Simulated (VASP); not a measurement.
Wanted: the native input for a VASP 6.6.1 run.

* Task: single point
* Functional: PBE
* Potentials or basis: VASP PAW PBE potentials, release 64 (Cs_sv, Pb_d, Cl)
* Cutoff: 520 eV
* k mesh: 4 × 4 × 4
* Occupations: gaussian, width 0.05 eV
* Spin: non-collinear spin, zero start, spin-orbit coupling
* Starting moments: [[0.0, 0.0, 0.0], [0.0, 0.0, 0.0], [0.0, 0.0, 0.0], [0.0, 0.0, 0.0], [0.0, 0.0, 0.0]] μB
* Dipole correction: no
* Further INCAR settings: ALGO = Normal; EDIFF = 1e-07; NBANDS = 59

The structure of CsPbCl3 lies in POSCAR:

```
CsPbCl3
1.0
    5.6050019085      0.0000000000      0.0000000000
    0.0000000000      5.6050019085      0.0000000000
    0.0000000000      0.0000000000      5.6050019085
Cs Pb Cl
1 1 3
Direct
    0.0000000000      0.0000000000      0.0000000000
    0.5000000000      0.5000000000      0.5000000000
    0.0000000000      0.5000000000      0.5000000000
    0.5000000000      0.5000000000      0.0000000000
    0.5000000000      0.0000000000      0.5000000000
```

One way to write it, as run:

INCAR

```
  PREC = Accurate
  ENCUT = 520
  EDIFF = 1E-7
  ISMEAR = 0
  SIGMA = 0.05
  LREAL = F
  LASPH = T
  NELM = 150
  ALGO = Normal
  ISIF = 2
  LWAVE = F
  LCHARG = F
  MAGMOM = 0 0 0 0 0 0 0 0 0 0 0 0 0 0 0
  LORBIT = 11
  LSORBIT = T
  GGA_COMPAT = F
  LORBMOM = T
  GGA = PE
  NBANDS = 59
```

KPOINTS

```
regular mesh
0
Gamma
  4 4 4
```

Potentials or basis: VASP PAW PBE potentials, release 64 (Cs_sv, Pb_d, Cl).

Run with:

```sh
$ cat potpaw_PBE.64/Cs_sv/POTCAR potpaw_PBE.64/Pb_d/POTCAR potpaw_PBE.64/Cl/POTCAR > POTCAR
$ mpirun -np 1 vasp_ncl > vasp.out
```

Results of the run:

The pressure is 1.7 GPa. The net moment is 0.00 μB per cell. The valence electrons inside the program's atomic spheres are Cs 6.55; Pb 11.83; Cl 5.13.

Wall time 6.9 min on 1 thread of Intel Xeon 8259CL (shared host), peak memory 0.63 GiB.
